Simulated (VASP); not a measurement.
# Si: single point with PBEsol

The system is Si.

```xyz
2
Lattice="3.8681 0.0000 0.0001 -1.9341 3.3499 -0.0001 1.9341 -1.1167 3.1271" Properties=species:S:1:pos:R:3 pbc="T T T"
Si    0.0000    0.0000   -0.0040
Si    3.8682    0.0000    2.3493
```

| Quantity | Value |
| --- | --- |
| Program | VASP 6.6.1 |
| Task | single point |
| Functional | PBEsol |
| Potentials or basis | VASP PAW PBE potentials, release 64 (Si) |
| Cutoff | 520 eV |
| k mesh | 9 × 9 × 11 |
| Occupations | gaussian, width 0.02 eV |
| Spin | no spin polarisation |
| Dipole correction | no |
| Further INCAR settings | ALGO = Normal; EDIFF = 1e-06; NBANDS = 11; ISYM = 0 |

The pressure is -0.8 GPa, the largest force is 0.007 eV/Å and the band gap on the k mesh is 0.42 eV (least direct gap 2.42 eV).

Forces in eV/Å, atoms in the order of the input:
```
Si   0.000  0.000 -0.007
Si   0.000  0.000  0.007
```

Stress tensor (GPa, compression positive):
```
-1.32  0.00  0.00
 0.00 -1.32  0.00
 0.00  0.00  0.14
```

Levels at points of the mesh, in eV from the valence-band top:
| k point | band 1 | band 2 | band 3 | band 4 | band 5 | band 6 | band 7 | band 8 |
| --- | --- | --- | --- | --- | --- | --- | --- | --- |
| (0.00, 0.00, 0.00) | -11.97 | -0.09 | -0.09 | 0.00 | 2.42 | 2.42 | 2.51 | 3.15 |

It took 4.2 min on 1 thread of Intel(R) Xeon(R) Platinum 8175M CPU @ 2.50GHz (Skylake/Cascade Lake) (shared host), peak memory 0.28 GiB.

Caveat: the PAW data sets were made with another functional, which shifts forces and pressure a little; an odd mesh through Γ misses points on the zone boundary, where band edges can lie.
